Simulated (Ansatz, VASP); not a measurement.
# Two plane-wave programs on GaN

```
Ga N
1.0
     3.12030    0.00000    0.00000
     0.00000    5.04076    0.00000
     0.00000    0.00000    5.55566
Ga N
4 4
Cartesian
  0.0000 5.0367 1.8519
  1.5602 5.0367 4.6297
  1.5602 2.5164 0.9259
  0.0000 2.5164 3.7038
  0.0000 3.1394 1.8519
  1.5602 3.1394 4.6297
  1.5602 0.6190 0.9259
  0.0000 0.6190 3.7038
```

Alike in both runs: task single point; functional LDA; k mesh 6 × 4 × 4; occupations gaussian, width 0.1 eV; no spin polarisation.

|  | VASP | Ansatz |
| --- | --- | --- |
| version | VASP 6.6.1 | Ansatz 0.2.0 |
| potentials or method | VASP PAW LDA potentials, release 64 (Ga_d, N_h), cutoff 910 eV | scalar-relativistic, plane waves, PAW |
| valence electrons in the cell | 72 | 72 |

Ansatz gave:

- gap on the k mesh at the Fermi level (eV): 2.19
- least direct gap on the mesh (eV): 2.19
- rms of the force components (eV/Å): 0.214

Estimate VASP's values.

gap on the k mesh at the Fermi level (eV): 2.20; least direct gap on the mesh (eV): 2.20; rms of the force components (eV/Å): 0.221.

LDA's correlation is that of Perdew and Zunger in VASP and of Perdew and Wang (1992) in Ansatz. Atom by atom the forces differ by 0.007 eV/Å (rms over components).

Noted on VASP's run: the cutoff is short for stress, so the pressure is rough.
